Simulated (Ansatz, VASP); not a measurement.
HfSi in VASP and in Ansatz

```
Hf Si
1.0
     6.61716    0.00000    0.00000
     0.00000    3.64685    0.00000
     0.00000    0.00000    5.12372
Hf Si
4 4
Direct
  0.17559 0.25000 0.12649
  0.32441 0.75000 0.62649
  0.67559 0.25000 0.37351
  0.82441 0.75000 0.87351
  0.04306 0.25000 0.64020
  0.45694 0.75000 0.14020
  0.54306 0.25000 0.85980
  0.95694 0.75000 0.35980
```

Change from the starting cell: strain -0.030 along x and y, -0.015 along z, atoms carried along.

Alike in both runs: task single point; functional PBEsol; k mesh 6 × 10 × 8; occupations gaussian, width 0.15 eV; no spin polarisation.

|  | VASP | Ansatz |
| --- | --- | --- |
| version | VASP 6.6.1 | Ansatz 0.2.0 |
| potentials or method | VASP PAW PBE potentials, release 64 (Hf_pv, Si), cutoff 520 eV | scalar-relativistic, plane waves, PAW |
| valence electrons in the cell | 56 | 120 |

Ansatz gave:

```
gap on the k mesh at the Fermi level (eV)                     : none
pressure (GPa)                                                : 14.1
traceless stress, the component that is largest in VASP (GPa) : -2.91
rms of the force components (eV/Å)                            : 0.077
```

**Question.** What did VASP give for the same quantities?

**Answer.** gap on the k mesh at the Fermi level (eV): none; pressure (GPa): 14.5; traceless stress, the component that is largest in VASP (GPa): -2.98; rms of the force components (eV/Å): 0.082.

VASP's potentials were made for PBE, not for PBEsol. Atom by atom the forces differ by 0.008 eV/Å (rms over components). A gap of «none» marks a metal or a gap that the smearing closes. With one functional, cell and mesh, what is left measures potentials, basis and numerics. VASP's potentials hold 56 valence electrons a cell and Ansatz's 120, so a difference there can come from the potentials and not from the codes.

Spin-orbit coupling is off throughout.
